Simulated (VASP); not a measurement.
Crystal: KF.

```
K F
1.0
     0.00000    2.93540    2.93540
     2.93540    0.00000    2.93540
     2.93540    2.93540    0.00000
K F
1 1
Direct
  0.00000 0.00000 0.00000
  0.25000 0.25000 0.25000
```

Program: VASP 6.6.1. Alike in all runs: task single point; potentials or basis VASP PAW PBE potentials, release 64 (K_sv, F); no spin polarisation; cell as given; smearing gaussian 0.01 eV.

Task: Order these runs on this cell by their band gap on the k mesh, lowest first.
A. level r2SCAN; k mesh 6 × 6 × 6; cutoff (eV) 660
B. level HSE06; k mesh 6 × 6 × 6; cutoff (eV) 520; grid for exact exchange (PRECFOCK) Normal; share of exact exchange 0.25; screening parameter 0.2079 1/Å
C. level PBE; k mesh 8 × 8 × 8; cutoff (eV) 600

Result: C (5.16 eV), A (5.75 eV), B (7.03 eV).

Caveats: the structure was generated, so it needn't be the stable form of KF.

A k mesh can miss the band edges.
